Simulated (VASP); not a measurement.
Set up this calculation in VASP 6.6.1, as the native input.

```
Task                   : single point
Functional             : PBE
Potentials or basis    : VASP PAW PBE potentials, release 64 (Ta_pv, W_sv)
Cutoff                 : 520 eV
k mesh                 : 6 × 6 × 4
Occupations            : gaussian, width 0.1 eV
Spin                   : no spin polarisation
Dipole correction      : no
Further INCAR settings : ALGO = Fast; EDIFF = 1e-06; NBANDS = 26
```

The structure of TaW2 lies in POSCAR:

```
TaW2
1.0
    3.9288728900      0.0000000000      0.0000000000
   -1.9644364500      3.4025037300      0.0000000000
    0.0000000000      0.0000000000      3.8224602300
Ta W
1 2
Direct
    0.0000000000      0.0000000000      0.0000000000
    0.3333333300      0.6666666700      0.5000000000
    0.6666666700      0.3333333300      0.5000000000
```

The cell was generated, and may not be a known phase.

These files were run (other wordings do the same):

INCAR

```
SYSTEM = TaW2
PREC = Accurate ; ENCUT = 520
EDIFF = 1E-6 ; ISMEAR = 0
SIGMA = 0.1 ; LREAL = .False.
LASPH = .True. ; NELM = 80
ALGO = Fast ; ISIF = 2
LWAVE = .False. ; LCHARG = .False.
GGA = PE ; NBANDS = 26
```

KPOINTS

```
Automatic mesh
0
Gamma
  6 6 4
  0 0 0
```

Potentials or basis: VASP PAW PBE potentials, release 64 (Ta_pv, W_sv).

Run with:

```sh
$ cat potpaw_PBE.64/Ta_pv/POTCAR potpaw_PBE.64/W_sv/POTCAR > POTCAR
$ mpirun -np 1 vasp_std > vasp.out
```

Results of the run:

The pressure is 39.6 GPa and the band gap on the k mesh is zero (an odd number of electrons rules out a gap without spin polarisation).

Caveat: the k points lie up to 0.41 Å⁻¹ apart, too coarse for converged energies and pressures of a metal; spin-orbit coupling is left out, which moves the levels of the heavy elements.

Run time: 36 s on 1 thread of Intel(R) Xeon(R) Platinum 8259CL CPU @ 2.50GHz (Skylake/Cascade Lake), with other jobs on the host, peak memory 0.17 GiB.
